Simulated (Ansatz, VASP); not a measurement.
One calculation of Ca3Os2, two programs

```xyz
5
Lattice="4.8648 0.0000 0.0000 -2.4324 4.2130 0.0000 0.0000 0.0000 6.0015" Properties=species:S:1:pos:R:3 pbc="T T T"
Ca    0.0000    0.0000    0.0000
Ca    0.0000    2.8087    2.2289
Ca    2.4324    1.4043    3.7726
Os    0.0000    2.8087    5.5604
Os    2.4324    1.4043    0.4411
```

Change from the starting cell: species swapped into the Mg3Sb2 type (P-3m1, No. 164).

Alike in both runs: task single point; functional PBE; k mesh 6 × 6 × 4; occupations gaussian, width 0.1 eV; collinear spin.

|  | VASP | Ansatz |
| --- | --- | --- |
| version | VASP 6.6.1 | Ansatz 0.2.0 |
| potentials or method | VASP PAW PBE potentials, release 64 (Ca_sv, Os), cutoff 520 eV | scalar-relativistic, plane waves, PAW |
| valence electrons in the cell | 46 | 62 |

```tsv
	VASP	Ansatz	Ansatz less VASP
gap on the k mesh at the Fermi level (eV)	none	none	-
pressure (GPa)	0.3	0.2	-0.12
traceless stress, the component that is largest in VASP (GPa)	-0.05	-0.06	-0.012
rms of the force components (eV/Å)	0.017	0.005	-0.0122
net moment per atom (μB)	0.08	0.09	+0.008
size of the moment on the site where the two differ most (μB)	0.16	0.15	-0.009
```

Site moments also hang on the region over which each program counts them. Atom by atom the forces differ by 0.013 eV/Å (rms over components). A gap of «none» marks a metal or a gap that the smearing closes. VASP's potentials hold 46 valence electrons a cell and Ansatz's 62, so a difference there can come from the potentials and not from the codes.

Neither program's run includes spin-orbit coupling.
